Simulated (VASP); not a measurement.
PbF2, 3 atoms in the cell. The structure is cubic, space group Fm-3m (No. 225). The conventional cell has a = 5.927 Å, b = 5.927 Å, c = 5.927 Å, α = 90.00°, β = 90.00°, γ = 90.00°. Pb (site symmetry m-3m) has 8 F at 2.57 Å within 3.4 Å. Within 3.4 Å of F (site symmetry -43m) lie 4 Pb at 2.57 Å and 6 F at 2.96 Å. 

```yaml
Program: VASP 6.6.1
Task: vibrations by perturbation theory
Functional: PBE
Potentials_or_basis: VASP PAW PBE potentials, release 64 (Pb_d, F)
Cutoff: 600 eV
k_mesh: 6 × 6 × 6
Occupations: gaussian, width 0.01 eV
Spin: no spin polarisation
Dipole_correction: no
Further_INCAR_settings: ALGO = Normal; EDIFF = 1e-08; IBRION = 8; NSW = 1
```

Potentials or basis: VASP PAW PBE potentials, release 64 (Pb_d, F).

Launch:

```sh
$ cat potpaw_PBE.64/Pb_d/POTCAR potpaw_PBE.64/F/POTCAR > POTCAR
$ mpirun -np 1 vasp_std > vasp.out
```

Hardware: 1 thread of Oxide Virtual Turin-like Processor (shared host).

Q: Estimate the wall time of this run.

A: Wall time 14 min on 1 thread of Oxide Virtual Turin-like Processor, with other jobs on the host, peak memory 0.34 GiB. Counts: scf iterations 179, k points 16.
